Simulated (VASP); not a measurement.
A run of VASP 6.6.1 is set up as follows.

File INCAR:

```
SYSTEM = Ge3S4
PREC     = Accurate       ! precision mode
ENCUT    = 600            ! plane-wave cutoff, eV
EDIFF    = 1E-6           ! SCF threshold, eV
ISMEAR   = 0              ! smearing method
SIGMA    = 0.1            ! smearing width, eV
LREAL    = .FALSE.        ! projectors in reciprocal space
LASPH    = .TRUE.         ! aspherical terms in the spheres
NELM     = 100            ! most SCF steps
ALGO     = Normal         ! electronic algorithm
ISIF     = 3              ! what is computed and relaxed
LWAVE    = .FALSE.        ! write WAVECAR
LCHARG   = .FALSE.        ! write CHGCAR
GGA      = PE             ! functional
IBRION   = 2              ! ionic algorithm
NSW      = 100            ! ionic steps
EDIFFG   = -0.01          ! ionic threshold
```

Contents of KPOINTS:

```
regular mesh
0
G
  8 8 8
  0 0 0
```

Contents of POSCAR:

```
Ge3S4
1.0
    5.5068975400      0.0000000000      0.0000000000
    0.0000000000      5.5068975400      0.0000000000
    0.0000000000      0.0000000000      5.5068975400
Ge S
3 4
Direct
    0.0000000000      0.0000000000      0.5000000000
    0.5000000000      0.0000000000      0.0000000000
    0.0000000000      0.5000000000      0.0000000000
    0.2842946100      0.7157053900      0.2842946100
    0.7157053900      0.2842946100      0.2842946100
    0.2842946100      0.2842946100      0.7157053900
    0.7157053900      0.7157053900      0.7157053900
```

Potentials or basis: VASP PAW PBE potentials, release 64 (Ge_d, S).

Run with:

```console
$ cat potpaw_PBE.64/Ge_d/POTCAR potpaw_PBE.64/S/POTCAR > POTCAR
$ mpirun -np 1 vasp_std > vasp.out
```

Task: What does it give for the space group after relaxing (to 0.05 Å)?

Result: P-43m (No. 215).

Task: What does it give for the relaxed cell?

Result: a = 5.789 Å, b = 5.789 Å, c = 5.789 Å, α = 90.00°, β = 90.00°, γ = 90.00°.

Task: Estimate the relaxed volume.

Result: 27.72 Å³/atom.

Task: What does it give for the band gap on the k mesh?

Result: Zero (band 33 reaches 3.16 eV, above the bottom of band 34 at 1.40 eV).

The path:
```csv
step,energy change (eV),largest force (eV/Å),pressure (GPa),volume (Å³)
1,0.0000,0.2917,0.59,167.00
2,-0.0224,0.3179,0.25,169.13
3,-0.0720,0.4177,-0.72,175.60
4,-0.1111,0.6286,-2.47,189.05
5,-0.1166,0.6293,-2.49,189.37
6,-0.1332,0.6330,-2.51,190.34
7,-0.1659,0.6328,-2.55,192.29
8,-0.2260,0.5983,-2.65,196.23
9,-0.2991,0.4519,-2.87,204.26
10,-0.3683,0.3674,-2.29,201.21
11,-0.4629,0.1553,-0.62,194.16
12,-0.4721,0.0534,0.21,191.06
13,-0.4722,0.0621,0.12,191.32
14,-0.4727,0.0594,0.12,191.44
15,-0.4741,0.0511,0.13,191.81
16,-0.4762,0.0358,0.09,192.55
17,-0.4782,0.0050,0.03,194.04
```

Caveat: the volume moved by over 15 % at a fixed basis, so the end points are rough.
